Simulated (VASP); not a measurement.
# SnO (P6_3/mmc) in VASP: notebook

The runs below take SnO through single point, relaxation of cell and atoms, with PBE.

Everything below comes from runs of VASP 6.6.1. Logs are shortened: lines on timing, memory, paths and dates and some standing lists are left out, and cuts for length are marked.

## Step 1: The cell of the first run

It takes space group P6_3/mmc (No. 194, hexagonal). The conventional cell has a = 3.423 Å, b = 3.423 Å, c = 6.418 Å, α = 90.00°, β = 90.00°, γ = 120.00°. Sn (site symmetry -3m) has 6 O at 2.55 Å and 8 Sn at 3.21 to 3.42 Å within 3.5 Å. Within 3.5 Å of O (site symmetry -6m2) lie 6 Sn at 2.55 Å and 6 O at 3.42 Å.

## Step 2: Single point, PBE

Contents of INCAR:

```
SYSTEM = SnO
PREC = Accurate ; ENCUT = 520
EDIFF = 1E-7 ; ISMEAR = -1
SIGMA = 0.02 ; LREAL = .FALSE.
LASPH = .TRUE. ; NELM = 100
ALGO = Normal ; ISIF = 2
LWAVE = .FALSE. ; LCHARG = .TRUE.
GGA = PE ; LELF = .TRUE.
LVHAR = .TRUE. ; NBANDS = 28
```

Contents of KPOINTS:

```
regular mesh
0
G
  12 12 4
  0 0 0
```

Contents of POSCAR:

```
SnO
1.0
    3.4232701730      0.0000000000      0.0000000000
   -1.7116350865      2.9646389339      0.0000000000
    0.0000000000      0.0000000000      6.4179554345
Sn O
2 2
Direct
    0.0000000000      0.0000000000      0.0000000000
    0.0000000000      0.0000000000      0.5000000000
    0.3333333333      0.6666666667      0.2500000000
    0.6666666667      0.3333333333      0.7500000000
```

Potentials or basis: VASP PAW PBE potentials, release 64 (Sn_d, O).

Command:

```bash
$ cat potpaw_PBE.64/Sn_d/POTCAR potpaw_PBE.64/O/POTCAR > POTCAR
$ mpirun -np 1 vasp_std > vasp.out
```

OUTCAR:

```text
SYSTEM = SnO
   PREC = Accurate
   ENCUT = 520
   EDIFF = 1E-7
   ISMEAR = -1
   LREAL = .FALSE.
   LASPH = .TRUE.
   NELM = 100
   ISIF = 2
   GGA = PE

 ion  position               nearest neighbor table
   1  0.000  0.000  0.000-   3 2.55   4 2.55   4 2.55   3 2.55   4 2.55   3 2.55   2 3.21   2 3.21

   2  0.000  0.000  0.500-   3 2.55   4 2.55   4 2.55   3 2.55   4 2.55   3 2.55   1 3.21   1 3.21

   3  0.333  0.667  0.250-   1 2.55   2 2.55   1 2.55   2 2.55   1 2.55   2 2.55
   4  0.667  0.333  0.750-   1 2.55   2 2.55   1 2.55   2 2.55   1 2.55   2 2.55

  LATTYP: Found a hexagonal cell.
 ALAT       =     3.4232701730
 C/A-ratio  =     1.8748024871

  Lattice vectors:

 A1 = (   3.4232701730,   0.0000000000,   0.0000000000)
 A2 = (  -1.7116350865,   2.9646389339,   0.0000000000)
 A3 = (   0.0000000000,   0.0000000000,   6.4179554345)

Analysis of symmetry for initial positions (statically):
=====================================================================
 Subroutine PRICEL returns:
 Original cell was already a primitive cell.

 Routine SETGRP: Setting up the symmetry group for a
 hexagonal supercell.

 Subroutine GETGRP returns: Found 24 space group operations
 (whereof 12 operations were pure point group operations)
 out of a pool of 24 trial point group operations.

The static configuration has the point symmetry D_3d.
 The point group associated with its full space group is D_6h.

Analysis of symmetry for dynamics (positions and initial velocities):
=====================================================================
 Subroutine PRICEL returns:
 Original cell was already a primitive cell.

 Routine SETGRP: Setting up the symmetry group for a
 hexagonal supercell.

 Subroutine GETGRP returns: Found 24 space group operations
 (whereof 12 operations were pure point group operations)
 out of a pool of 24 trial point group operations.

The dynamic configuration has the point symmetry D_3d.
 The point group associated with its full space group is D_6h.

 Subroutine INISYM returns: Found 24 space group operations
 (whereof 12 operations are pure point group operations),
 and found     1 'primitive' translations

----------------------------------------------------------------------------------------

                                     Primitive cell

  volume of cell :      65.1343
[... 85 lines left out ...]
   ISTART =      0    job   : 0-new  1-cont  2-samecut
   ICHARG =      2    charge: 1-file 2-atom 10-const
   ISPIN  =      1    spin polarized calculation?
   LNONCOLLINEAR =      F non collinear calculations
   LSORBIT =      F    spin-orbit coupling
   LASPH  =      T    aspherical Exc in radial PAW
   ENCUT  =  520.0 eV  38.22 Ry    6.18 a.u.   6.37  6.37 11.93*2*pi/ulx,y,z
   NELM   =    100;   NELMIN=  2; NELMDL= -5     # of ELM steps
   EDIFF  = 0.1E-06   stopping-criterion for ELM
   LREAL  =      F    real-space projection
   EDIFFG = 0.1E-05   stopping-criterion for IOM
   NSW    =      0    number of steps for IOM
   IBRION =     -1    ionic relax: 0-MD 1-quasi-New 2-CG
   NFREE  =      0    steps in history (QN), initial steepest desc. (CG)
   ISIF   =      2    stress and relaxation
   ISYM   =      2    0-nonsym 1-usesym 2-fastsym
   POTIM  = 0.5000    time-step for ionic-motion
   TEBEG  =    0.0;   TEEND  =   0.0 temperature during run
   PSTRESS=    0.0 pullay stress
   NELECT =      40.0000    total number of electrons
   NUPDOWN=      -1.0000    fix difference up-down
   EMIN   =  10.00;   EMAX   =-10.00  energy-range for DOS
   EFERMI =   0.00;   METHOD = LEGACY
   ISMEAR =    -1;   SIGMA  =   0.02  broadening in eV -4-tet -1-fermi 0-gaus
   EFERMI_NEDOS =   21; number of points for ismear=-14 and -15
   IALGO  =     38    algorithm
   IMIX   =      4    mixing-type and parameters
     AMIX     =   0.40;   BMIX     =  1.00
     AMIX_MAG =   1.60;   BMIX_MAG =  1.00
  volume/ion in A,a.u.               =      16.28       109.89
  Fermi-wavevector in a.u.,A,eV,Ry     =   1.391527  2.629605 26.345601  1.936347
  Thomas-Fermi vector in A             =   2.515357
   LORBIT       =      0    0 simple, 1 ext, 2 COOP (PROOUT), +10 PAW based schemes
   GGA     = PE    functional components
   LHFCALC =     F    Hartree Fock is set to
   AEXX    =    0.0000 exact exchange contribution
   IVDW    =     0    specifies the selected vdW correction
   LEPSILON=     F    determine dielectric tensor
   LRPA    =     F    only Hartree local field effects (RPA)
 non-spin polarized calculation
  energy-cutoff  :      520.00
  volume of cell :       65.13
 maximum number of plane-waves:      1787
 NGX is ok and might be reduce to    28
   NGX = 13   NGY = 13   NGZ = 23

 number of electron      40.0000007 magnetization

 Free energy of the ion-electron system (eV)
  ---------------------------------------------------
  ext. energy  EPLUGINS =         0.00000000
  ---------------------------------------------------
  free energy    TOTEN  =       -20.62996704 eV

  energy without entropy =      -20.62881987  energy(sigma->0) =      -20.62939345

 E-fermi :   7.9957     XC(G=0): -10.8383

 val. band max:        7.9886187914   @ k =   0.3333   0.2500   0.0000
 cond. band min:       8.0070651339   @ k =   0.1667   0.0000   0.0000
 fundamental gap:      0.0184463425
 Fermi energy:         7.9956686468

 k-point     1 :       0.0000    0.0000    0.0000
  band No.  band energies     occupation
      1     -13.9511      2.00000
      2     -13.8242      2.00000
      3     -13.8242      2.00000
      4     -13.8106      2.00000
      5     -13.8106      2.00000
      6     -13.7603      2.00000
[... 733 lines left out ...]
     27      15.2525      0.00000
     28      17.3878      0.00000

 [... further k-points ...]
[... 5 lines left out ...]
  --------------------------------------------------------------------------------------
  -------------------------------------------------------------------------------------
  Total        1.0436605      1.0436605      1.1327494      0.0000000      0.0000000      0.0000000
  in kB       25.6720256     25.6720256     27.8634395      0.0000000      0.0000000      0.0000000
  external PRESSURE =      26.4024969 kB  Pullay stress =       0.0000000 kB

 VOLUME and BASIS-vectors are now :
 -----------------------------------------------------------------------------
  energy-cutoff  :      520.00
  volume of cell :       65.13
      direct lattice vectors                 reciprocal lattice vectors
     3.423270173  0.000000000  0.000000000     0.292118340  0.168654602  0.000000000
    -1.711635087  2.964638934  0.000000000     0.000000000  0.337309204  0.000000000
     0.000000000  0.000000000  6.417955434     0.000000000  0.000000000  0.155812861

 POSITION                                       TOTAL-FORCE (eV/Angst)
 -----------------------------------------------------------------------------------
      0.00000      0.00000      0.00000        -0.000000      0.000000      0.000000
      0.00000      0.00000      3.20898        -0.000000      0.000000      0.000000
     -0.00000      1.97643      1.60449        -0.000000      0.000000      0.000000
      1.71164      0.98821      4.81347         0.000000     -0.000000     -0.000000
 -----------------------------------------------------------------------------------
    total drift:                                0.000000     -0.000000      0.000000

  FREE ENERGIE OF THE ION-ELECTRON SYSTEM (eV)
  ---------------------------------------------------
  free  energy   TOTEN  =       -20.6299670397 eV

  energy  without entropy=      -20.6288198681  energy(sigma->0) =      -20.62939345
```

OSZICAR:

```text
N       E                     dE             d eps       ncg     rms          rms(c)
DAV:   1     0.423667808826E+03    0.42367E+03   -0.19762E+04  3376   0.221E+03
DAV:   2     0.391232630197E+02   -0.38454E+03   -0.36968E+03  3408   0.545E+02
DAV:   3    -0.213501511332E+02   -0.60473E+02   -0.58616E+02  3624   0.179E+02
DAV:   4    -0.242578770000E+02   -0.29077E+01   -0.28945E+01  3568   0.422E+01
DAV:   5    -0.243374716177E+02   -0.79595E-01   -0.79588E-01  3760   0.736E+00    0.114E+01
DAV:   6    -0.210746153581E+02    0.32629E+01   -0.20671E+01  4864   0.510E+01    0.675E+00
DAV:   7    -0.206629396456E+02    0.41168E+00   -0.33033E+00  3588   0.104E+01    0.220E+00
DAV:   8    -0.206372825098E+02    0.25657E-01   -0.29799E-01  3308   0.328E+00    0.668E-01
DAV:   9    -0.206294790946E+02    0.78034E-02   -0.27078E-02  4480   0.128E+00    0.173E-01
DAV:  10    -0.206302521618E+02   -0.77307E-03   -0.72029E-03  4128   0.664E-01    0.142E-01
DAV:  11    -0.206299717838E+02    0.28038E-03   -0.19374E-03  4644   0.266E-01    0.273E-02
DAV:  12    -0.206299684574E+02    0.33264E-05   -0.14145E-04  3432   0.766E-02    0.173E-02
DAV:  13    -0.206299675837E+02    0.87367E-06   -0.19125E-05  3704   0.294E-02    0.424E-03
DAV:  14    -0.206299670688E+02    0.51495E-06   -0.30261E-06  4012   0.120E-02    0.176E-03
DAV:  15    -0.206299670397E+02    0.29042E-07   -0.28777E-07  2600   0.422E-03
   1 F= -.20629967E+02 E0= -.20629393E+02  d E =-.114717E-02
```

stdout:

```text
POSCAR found type information on POSCAR SnO
 POSCAR found :  2 types and       4 ions
 scaLAPACK will be used
 LDA part: xc-table for (Slater+PW92), standard interpolation
 POSCAR, INCAR and KPOINTS ok, starting setup
 FFT: planning ... GRIDC
 FFT: planning ... GRID_SOFT
 FFT: planning ... GRID
 WAVECAR not read
 entering main loop
```

Run time: 2.7 min. Hardware: 1 thread of Intel Xeon 8259CL, shared host; peak memory 0.24 GiB.

Results:

- Free energy: -20.6300 eV
- Pressure: 2.6 GPa
- Band gap on the k mesh: zero (bands 20 and 21 overlap by 0.80 eV)

Caveat: spin-orbit coupling is left out, which moves the levels of the heavy elements.

## Step 3: Single point, PBE

This run uses another cell than the first one, of 16.80 Å³/atom.

Contents of INCAR:

```
SYSTEM = SnO
ALGO = Normal
EDIFF = 1E-7
ENCUT = 520
GGA = PE
ISIF = 2
ISMEAR = -1
LASPH = .TRUE.
LCHARG = .TRUE.
LELF = .TRUE.
LREAL = .FALSE.
LVHAR = .TRUE.
LWAVE = .FALSE.
NBANDS = 28
NELM = 100
PREC = Accurate
SIGMA = 0.02
```

Contents of KPOINTS:

```
k-points
0
G
  12 12 6
  0 0 0
```

Contents of POSCAR:

```
SnO
1.0
    3.4750646193      0.0000000000      0.0000000000
   -1.7375323096      3.0094942401      0.0000000000
    0.0000000000      0.0000000000      6.4240551523
Sn O
2 2
Direct
    0.0000000000      0.0000000000      0.0000000000
    0.0000000000      0.0000000000      0.5000000000
    0.3333333333      0.6666666667      0.2500000000
    0.6666666667      0.3333333333      0.7500000000
```

Potentials or basis: VASP PAW PBE potentials, release 64 (Sn_d, O).

Command:

```bash
$ cat potpaw_PBE.64/Sn_d/POTCAR potpaw_PBE.64/O/POTCAR > POTCAR
$ mpirun -np 1 vasp_std > vasp.out
```

Wall time 3.5 min (1 thread of Intel Xeon 8259CL, shared host); peak memory 0.26 GiB.

The run converged. Its results:

```yaml
Free_energy: -20.6455 eV
Pressure: 0.0 GPa
Band_gap_on_the_k_mesh: zero (bands 20 and 21 overlap by 0.76 eV)
```

Levels at points of the mesh, in eV from the Fermi level:
| k point | band 16 | band 17 | band 18 | band 19 | band 20 | band 21 | band 22 | band 23 | band 24 | band 25 |
| --- | --- | --- | --- | --- | --- | --- | --- | --- | --- | --- |
| (0.00, 0.00, 0.00) | -2.95 | -2.95 | -2.75 | -2.75 | -0.69 | 0.52 | 5.77 | 5.77 | 7.08 | 7.08 |
| (0.50, 0.00, 0.00) | -5.39 | -3.88 | -2.90 | -1.94 | -0.75 | -0.53 | 2.26 | 3.37 | 4.17 | 5.70 |
| (0.00, 0.00, 0.50) | -2.85 | -2.85 | -2.85 | -2.36 | -2.36 | 2.99 | 2.99 | 6.25 | 6.25 | 6.25 |
| (0.50, 0.00, 0.50) | -4.34 | -3.43 | -3.43 | -2.36 | -2.36 | 1.87 | 1.87 | 3.88 | 3.88 | 5.03 |

Caveat: semilocal functionals underestimate gaps, and a narrow one can read as zero; spin-orbit coupling is left out, which moves the levels of the heavy elements.

## Step 4: Relaxation of cell and atoms, PBE

This run uses another cell than the first one, of 8.53 Å³/atom.

Contents of INCAR:

```
ALGO = Normal
EDIFF = 1E-7
EDIFFG = -0.005
ENCUT = 600
GGA = PE
IBRION = 2
ISIF = 3
ISMEAR = -1
LASPH = True
LCHARG = False
LREAL = False
LWAVE = False
NELM = 80
NSW = 80
PREC = Accurate
SIGMA = 0.02
```

Contents of KPOINTS:

```
k-points
0
Gamma
  12 12 6
```

Contents of POSCAR:

```
SnO
1.0
    2.8918761600      0.0000000000      0.0000000000
   -1.4459380800      2.5044382192      0.0000000000
    0.0000000000      0.0000000000      4.7137581408
Sn O
2 2
Direct
    0.0000000000      0.0000000000      0.0000000000
    0.0000000000      0.0000000000      0.5000000000
    0.3333333333      0.6666666667      0.2500000000
    0.6666666667      0.3333333333      0.7500000000
```

Command:

```bash
$ cat potpaw_PBE.64/Sn_d/POTCAR potpaw_PBE.64/O/POTCAR > POTCAR
$ mpirun -np 1 vasp_std > vasp.out
```

Wall time 15 min (1 thread of Intel Xeon 8259CL, shared host); peak memory 0.22 GiB.

Results (log left out):

| Item | Value |
| --- | --- |
| Free energy | -20.3294 eV |
| Relaxed volume | 16.22 Å³/atom |
| Relaxed cell | a = 3.472 Å, b = 3.472 Å, c = 6.214 Å, α = 90.00°, β = 90.00°, γ = 120.00° |
| Space group after relaxing (to 0.1 Å) | P6_3/mmc (No. 194) |
| Pressure after relaxing | 0.0 GPa |
| Band gap on the k mesh | zero (bands 20 and 21 overlap by 0.77 eV) |

Final structure:
```
Sn O
1.0
     3.47171    0.00000    0.00000
    -1.73585    3.00659    0.00000
     0.00000    0.00000    6.21441
Sn O
2 2
Direct
  0.00000 0.00000 0.00000
  0.00000 0.00000 0.50000
  0.33333 0.66667 0.25000
  0.66667 0.33333 0.75000
```

Levels at points of the mesh, in eV from the Fermi level:
| k point | band 16 | band 17 | band 18 | band 19 | band 20 | band 21 | band 22 | band 23 | band 24 |
| --- | --- | --- | --- | --- | --- | --- | --- | --- | --- |
| (0.00, 0.00, 0.00) | -3.28 | -3.28 | -3.04 | -3.04 | -0.98 | 0.70 | 5.57 | 5.57 | 7.17 |
| (0.50, 0.00, 0.00) | -5.41 | -4.26 | -3.16 | -1.92 | -0.76 | -0.56 | 2.55 | 3.20 | 4.22 |
| (0.00, 0.00, 0.50) | -3.16 | -3.16 | -3.16 | -2.47 | -2.47 | 3.09 | 3.09 | 6.13 | 6.13 |
| (0.50, 0.00, 0.50) | -4.53 | -3.76 | -3.76 | -2.32 | -2.32 | 2.08 | 2.08 | 3.85 | 3.85 |

Caveat: the volume moved by over 15 % at a fixed basis, so the end points are rough; semilocal functionals underestimate gaps, and a narrow one can read as zero; spin-orbit coupling is left out, which moves the levels of the heavy elements.

## Step 5: The runs side by side

| task | cell | k mesh | cutoff (eV) | gap on the mesh (eV) | pressure (GPa) |
| --- | --- | --- | --- | --- | --- |
| single point | a = 3.423, b = 3.423, c = 6.418 Å, angles 90.0, 90.0, 120.0°, 4 atoms | 12 × 12 × 4 | 520 | none | 2.6 |
| single point | a = 3.475, b = 3.475, c = 6.424 Å, angles 90.0, 90.0, 120.0°, 4 atoms | 12 × 12 × 6 | 520 | none | 0.0 |
| relaxation of cell and atoms | relaxed from a = 2.892, b = 2.892, c = 4.714 Å, angles 90.0, 90.0, 120.0°, 4 atoms | 12 × 12 × 6 | 600 | none | 0.0 |

Alike in all rows: level PBE; potentials or basis VASP PAW PBE potentials, release 64 (Sn_d, O); no spin polarisation; smearing fermi-dirac 0.02 eV.

Caveats: spin-orbit coupling is left out, which moves the levels of the heavy elements; semilocal functionals underestimate gaps, and a narrow one can read as zero (at least some runs); the volume moved by over 15 % at a fixed basis, so the end points are rough (at least some runs).

Total energies depend on the potentials used, so only differences within one code and one set of settings carry meaning.

The gap in the log of VASP goes by the Fermi energy; the results here count the filled bands.